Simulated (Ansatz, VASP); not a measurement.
# Two plane-wave programs on PbF2

```
CELL_PARAMETERS angstrom
0.00000 3.01850 3.01850
3.01850 0.00000 3.01850
3.01850 3.01850 0.00000
ATOMIC_POSITIONS crystal
Pb 0.00000 0.00000 0.00000
F 0.25000 0.25000 0.25000
F 0.75000 0.75000 0.75000
```

Alike in both runs: task single point; functional r2SCAN; k mesh 6 × 6 × 6; no spin polarisation.

|  | VASP | Ansatz |
| --- | --- | --- |
| version | VASP 6.6.1 | Ansatz 0.2.0 |
| potentials or method | VASP PAW PBE potentials, release 64 (Pb_d, F) | plane waves, PAW |
| plane-wave cutoff (eV) | 520 | 500 |
| occupations | gaussian, width 0.01 eV | fixed |
| valence electrons in the cell | 28 | 28 |

VASP gave:

* gap on the k mesh at the Fermi level (eV): 4.96
* pressure (GPa): -4.0

Q: Which values does Ansatz return?

A: gap on the k mesh at the Fermi level (eV): 4.96; pressure (GPa): -3.9.

VASP's potentials were made for PBE, not for r2SCAN.

Spin-orbit coupling is off throughout.
